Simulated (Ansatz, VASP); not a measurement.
LaC: VASP beside Ansatz

The input POSCAR:

```
LaC
1.0
    0.0000000000      2.7220337006      2.7220337006
    2.7220337006      0.0000000000      2.7220337006
    2.7220337006      2.7220337006      0.0000000000
La C
1 1
Direct
    0.5000000000      0.5000000000      0.5000000000
    0.0000000000      0.0000000000      0.0000000000
```

Contents of INCAR.step1:

```
SYSTEM = LaC
PREC     = Accurate       ! precision mode
ENCUT    = 520            ! plane-wave cutoff, eV
ISMEAR   = 0              ! smearing method
SIGMA    = 0.05           ! smearing width, eV
LREAL    = .False.        ! projectors in reciprocal space
LASPH    = .True.         ! aspherical terms in the spheres
NELM     = 60             ! most SCF steps
NBANDS   = 14             ! bands
GGA      = PE             ! functional
ALGO     = Normal         ! electronic algorithm
EDIFF    = 1E-4           ! SCF threshold, eV
LWAVE    = .True.         ! write WAVECAR
LCHARG   = .False.        ! write CHGCAR
```

The input INCAR.step2:

```
SYSTEM = LaC
PREC     = Accurate       ! precision mode
ENCUT    = 520            ! plane-wave cutoff, eV
EDIFF    = 1E-6           ! SCF threshold, eV
ISMEAR   = 0              ! smearing method
SIGMA    = 0.05           ! smearing width, eV
LREAL    = .False.        ! projectors in reciprocal space
LASPH    = .True.         ! aspherical terms in the spheres
NELM     = 60             ! most SCF steps
ALGO     = Normal         ! electronic algorithm
ISIF     = 2              ! what is computed and relaxed
LWAVE    = .False.        ! write WAVECAR
LCHARG   = .False.        ! write CHGCAR
METAGGA  = R2SCAN         ! meta-GGA
LMIXTAU  = .True.       
NBANDS   = 14             ! bands
ISTART   = 1
```

KPOINTS

```
Automatic mesh
0
Gamma
  12 12 12
  0 0 0
```

Input for Ansatz:

```yaml
crystal:
  lattice:
    - [0.0, 2.7220337006, 2.7220337006]
    - [2.7220337006, 0.0, 2.7220337006]
    - [2.7220337006, 2.7220337006, 0.0]
  atoms:
    - { symbol: La, position: [0.5, 0.5, 0.5] }
    - { symbol: C, position: [0.0, 0.0, 0.0] }
basis:
  ecutwfc: 500
  ecutrho_ratio: 4
kpoints:
  mp_grid: { grid: [12, 12, 12] }
hamiltonian:
  xc: r2scan
scf:
  occupations: { method: gaussian, width: 0.05 }
output:
  forces: true
  stress: true
  eigenvalues: true
```

Alike in both runs: task single point; functional r2SCAN; k mesh 12 × 12 × 12; occupations gaussian, width 0.05 eV; no spin polarisation.

```csv
,VASP,Ansatz
version,VASP 6.6.1,Ansatz 0.2.0
potentials or method,"VASP PAW PBE potentials, release 64 (La, C), cutoff 520 eV","scalar-relativistic, plane waves, PAW"
valence electrons in the cell,15,15
```

Ansatz gave:

- gap on the k mesh at the Fermi level (eV): none
- pressure (GPa): 0.0

What did VASP give for the same quantities?

gap on the k mesh at the Fermi level (eV): none; pressure (GPa): -0.1.

VASP's potentials were made for PBE, not for r2SCAN. A gap of «none» marks a metal or a gap that the smearing closes. With one functional, cell and mesh, what is left measures potentials, basis and numerics.

Neither program's run includes spin-orbit coupling.
